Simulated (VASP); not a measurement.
# ZnCd2Te3 (P-3m1) in VASP: notebook, part 2 of 2

VASP 6.6.1. Earlier steps stand in the parts before.

## (4) Relaxation of cell and atoms, PBEsol

This run uses another cell than the first one, of 30.19 Å³/atom.

INCAR reads:

```
ALGO = Normal
EDIFF = 1E-7
EDIFFG = -0.01
ENCUT = 600
GGA = PS
IBRION = 2
ISIF = 3
ISMEAR = -1
LASPH = T
LCHARG = F
LREAL = F
LWAVE = F
NELM = 80
NSW = 100
PREC = Accurate
SIGMA = 0.03
```

KPOINTS reads:

```
k-points
0
Gamma
  6 6 2
```

POSCAR reads:

```
ZnCd2Te3
1.0
    4.4044793000      0.0000000000      0.0000000000
   -2.2022396500      3.8143909700      0.0000000000
    0.0000000000      0.0000000000     10.7811441200
Zn Cd Te
1 2 3
Direct
    0.0000000000      0.0000000000      0.0000000000
    0.3333333300      0.6666666700      0.6559942900
    0.6666666700      0.3333333300      0.3440057100
    0.3333333300      0.6666666700      0.1659022100
    0.6666666700      0.3333333300      0.8340977900
    0.0000000000      0.0000000000      0.5000000000
```

Potentials or basis: VASP PAW PBE potentials, release 64 (Zn, Cd, Te).

Run with:

```console
$ cat potpaw_PBE.64/Zn/POTCAR potpaw_PBE.64/Cd/POTCAR potpaw_PBE.64/Te/POTCAR > POTCAR
$ mpirun -np 1 vasp_std > vasp.out
```

OUTCAR:

```text
EDIFF = 1E-7
   EDIFFG = -0.01
   ENCUT = 600
   GGA = PS
   IBRION = 2
   ISIF = 3
   ISMEAR = -1
   LASPH = T
   LREAL = F
   NELM = 80
   NSW = 100
   PREC = Accurate

 ion  position               nearest neighbor table
   1  0.000  0.000  0.000-   4 3.11   5 3.11   5 3.11   4 3.11   5 3.11   4 3.11
   2  0.333  0.667  0.656-   6 3.05   6 3.05   6 3.05   5 3.19   5 3.19   5 3.19
   3  0.667  0.333  0.344-   6 3.05   6 3.05   6 3.05   4 3.19   4 3.19   4 3.19
   4  0.333  0.667  0.166-   1 3.11   1 3.11   1 3.11   3 3.19   3 3.19   3 3.19
   5  0.667  0.333  0.834-   1 3.11   1 3.11   1 3.11   2 3.19   2 3.19   2 3.19
   6  0.000  0.000  0.500-   2 3.05   3 3.05   3 3.05   2 3.05   3 3.05   2 3.05

  LATTYP: Found a hexagonal cell.
 ALAT       =     4.4044793000
 C/A-ratio  =     2.4477681437

  Lattice vectors:

 A1 = (   4.4044793000,   0.0000000000,   0.0000000000)
 A2 = (  -2.2022396500,   3.8143909700,   0.0000000000)
[... 788 lines left out ...]

[... ionic steps 4 to 7 ...]

--------------------------------------- Ionic step        8  -------------------------------------------

 number of electron      54.0000003 magnetization

------------------------ aborting loop because EDIFF is reached ----------------------------------------
[... 75 lines left out ...]
--------------------------------------- Ionic step       10  -------------------------------------------

 number of electron      54.0000003 magnetization

 Free energy of the ion-electron system (eV)
  ---------------------------------------------------
  ext. energy  EPLUGINS =         0.00000000
  ---------------------------------------------------
  free energy    TOTEN  =       -15.84976318 eV

  energy without entropy =      -15.84042542  energy(sigma->0) =      -15.84509430

 E-fermi :   4.6862     XC(G=0): -10.2148

 val. band max:        4.6644566681   @ k =   0.3333  -0.0000   0.5000
 cond. band min:       4.7531903176   @ k =   0.5000  -0.0000   0.5000
 fundamental gap:      0.0887336495
 Fermi energy:         4.6862455071

 k-point     1 :       0.0000    0.0000    0.0000
  band No.  band energies     occupation
      1      -7.5856      2.00000
      2      -6.7222      2.00000
      3      -6.4910      2.00000
      4      -3.9497      2.00000
      5      -3.9497      2.00000
      6      -3.8625      2.00000
[... 512 lines left out ...]
  FREE ENERGIE OF THE ION-ELECTRON SYSTEM (eV)
  ---------------------------------------------------
  free  energy   TOTEN  =       -15.8497631819 eV

  energy  without entropy=      -15.8404254215  energy(sigma->0) =      -15.84509430

 reached required accuracy - stopping structural energy minimisation
```

Wall time 15 min (1 thread of Intel Xeon 8259CL, shared host); peak memory 0.38 GiB.

What came out:

```
Free energy                           : -15.8498 eV
Relaxed volume                        : 25.60 Å³/atom
Relaxed cell                          : a = 4.191 Å, b = 4.191 Å, c = 10.098 Å, α = 90.00°, β = 90.00°, γ = 120.00°
Space group after relaxing (to 0.1 Å) : P-3m1 (No. 164)
Energy gained by relaxing             : 128.1 meV/atom
Ionic steps                           : 10
Pressure after relaxing               : 0.0 GPa
Band gap on the k mesh                : zero (bands 27 and 28 overlap by 0.95 eV)
```

Step by step:
| step | energy change (eV) | largest force (eV/Å) | pressure (GPa) | volume (Å³) |
| --- | --- | --- | --- | --- |
| 1 | 0.0000 | 0.4545 | -5.97 | 181.13 |
| 2 | -0.5988 | 0.6610 | 0.72 | 153.22 |
| 3 | -0.6005 | 0.6521 | 0.28 | 154.35 |
| 4 | -0.6608 | 0.5137 | 0.30 | 153.83 |
| 5 | -0.7586 | 0.1689 | 0.57 | 152.27 |
| 6 | -0.7623 | 0.0962 | 0.69 | 151.88 |
| 7 | -0.7615 | 0.0307 | -0.87 | 155.98 |
| 8 | -0.7672 | 0.0557 | -0.09 | 153.84 |
| 9 | -0.7683 | 0.0227 | -0.04 | 153.71 |
| 10 | -0.7686 | 0.0013 | 0.00 | 153.62 |

Final structure:
```
CELL_PARAMETERS angstrom
4.19116 0.00000 0.00000
-2.09558 3.62965 0.00000
0.00000 0.00000 10.09803
ATOMIC_POSITIONS crystal
Zn 0.00000 0.00000 0.00000
Cd 0.33333 0.66667 0.67292
Cd 0.66667 0.33333 0.32708
Te 0.33333 0.66667 0.15185
Te 0.66667 0.33333 0.84815
Te 0.00000 0.00000 0.50000
```

Levels at points of the mesh, in eV from the Fermi level:
| k point | band 25 | band 26 | band 27 | band 28 | band 29 | band 30 |
| --- | --- | --- | --- | --- | --- | --- |
| (0.00, 0.00, 0.00) | -0.38 | -0.21 | -0.21 | 0.54 | 2.65 | 2.71 |
| (0.50, 0.00, 0.00) | -1.63 | -1.44 | -1.02 | -0.82 | 1.71 | 1.97 |
| (0.00, 0.00, 0.50) | -0.48 | -0.14 | -0.14 | 2.03 | 2.44 | 2.54 |
| (0.50, 0.00, 0.50) | -1.89 | -0.25 | -0.06 | 0.07 | 0.15 | 2.65 |

Caveat: the volume moved by over 15 % at a fixed basis, so the end points are rough; the PAW data sets were made with another functional, which shifts forces and pressure a little; spin-orbit coupling is left out, which moves the levels of the heavy elements.

## (5) The runs side by side

```csv
task,level,cell,cutoff (eV),gap on the mesh (eV),pressure (GPa),largest force (eV/Å)
single point,PBEsol,"a = 4.188, b = 4.188, c = 10.084 Å, angles 90.0, 90.0, 120.0°, 6 atoms, atomic positions A",520,none,0.2,0.01
single point,r2SCAN+rVV10,"a = 4.208, b = 4.208, c = 10.205 Å, angles 90.0, 90.0, 120.0°, 6 atoms, atomic positions B",520,none,0.4,0.01
relaxation of cell and atoms,PBEsol,"relaxed from a = 4.404, b = 4.404, c = 10.781 Å, angles 90.0, 90.0, 120.0°, 6 atoms, atomic positions C",600,none,0.0,-
```

Alike in all rows: potentials or basis VASP PAW PBE potentials, release 64 (Zn, Cd, Te); no spin polarisation; k mesh 6 × 6 × 2; smearing fermi-dirac 0.03 eV.

Caveats: the PAW data sets were made with another functional, which shifts forces and pressure a little; spin-orbit coupling is left out, which moves the levels of the heavy elements; the volume moved by over 15 % at a fixed basis, so the end points are rough (at least some runs).

Total energies depend on the potentials used, so only differences within one code and one set of settings carry meaning.

The gap in the log of VASP goes by the Fermi energy; the results here count the filled bands.